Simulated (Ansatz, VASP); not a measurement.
## Bi2Se3: VASP beside Ansatz

Contents of INCAR:

```
SYSTEM = Bi2Se3
PREC = Accurate
ENCUT = 600
EDIFF = 1E-6
ISMEAR = 0
SIGMA = 0.02
LREAL = .FALSE.
LASPH = .TRUE.
NELM = 80
ALGO = Normal
ISIF = 3
LWAVE = .FALSE.
LCHARG = .FALSE.
GGA = PE
IBRION = 2
NSW = 100
EDIFFG = -0.005
```

KPOINTS

```
regular mesh
0
G
  6 6 6
  0 0 0
```

POSCAR

```
Bi2Se3
1.0
    2.0952101487      1.2096701433     10.4336392274
   -2.0952101487      1.2096701433     10.4336392274
    0.0000000000     -2.4193402867     10.4336392274
Bi Se
2 3
Direct
    0.3956391243      0.3956391243      0.3956391243
    0.6043608757      0.6043608757      0.6043608757
    0.0000000000      0.0000000000      0.0000000000
    0.2211433265      0.2211433265      0.2211433265
    0.7788566735      0.7788566735      0.7788566735
```

Input for Ansatz:

```yaml
crystal:
  lattice:
    - [2.0952101537, 1.2096701462, 10.4336389292]
    - [-2.0952101537, 1.2096701462, 10.4336389292]
    - [0.0, -2.4193402925, 10.4336389292]
  atoms:
    - { symbol: Bi, position: [0.395639126, 0.395639126, 0.395639126] }
    - { symbol: Bi, position: [0.604360874, 0.604360874, 0.604360874] }
    - { symbol: Se, position: [0.0, 0.0, 0.0] }
    - { symbol: Se, position: [0.2211433236, 0.2211433236, 0.2211433236] }
    - { symbol: Se, position: [0.7788566764, 0.7788566764, 0.7788566764] }
basis:
  ecutwfc: 420
kpoints:
  mp_grid: { grid: [6, 6, 6] }
hamiltonian:
  xc: pbe
scf:
  occupations: { method: gaussian, width: 0.02 }
output:
  forces: true
  stress: true
  eigenvalues: true
  write_density: true
  write_potential: true
  elf: true
  volumetric_format: npy
relax:
  adjacent_minimum: "off"
  f_tol: 0.005
  max_steps: 80
  cell: { stress_tol: 0.05 }
```

Alike in both runs: task relaxation of cell and atoms; functional PBE; k mesh 6 × 6 × 6; occupations gaussian, width 0.02 eV; no spin polarisation.

```csv
,VASP,Ansatz
version,VASP 6.6.1,Ansatz 0.2.0
potentials or method,"VASP PAW PBE potentials, release 64 (Bi_d, Se), cutoff 600 eV","scalar-relativistic, plane waves, PAW"
valence electrons in the cell,48,78
```

Ansatz gave:

```
gap on the k mesh at the Fermi level, each at its own relaxed structure (eV) : 0.69
relaxed volume (Å³/atom)                                                     : 31.69
relaxed cell length with the largest relative difference (Å)                 : 10.710
```

Which values does VASP return?

gap on the k mesh at the Fermi level, each at its own relaxed structure (eV): 0.69; relaxed volume (Å³/atom): 31.71; relaxed cell length with the largest relative difference (Å): 10.716.

VASP's potentials hold 48 valence electrons a cell and Ansatz's 78, so a difference there can come from the potentials and not from the codes.

Spin-orbit coupling is off throughout.
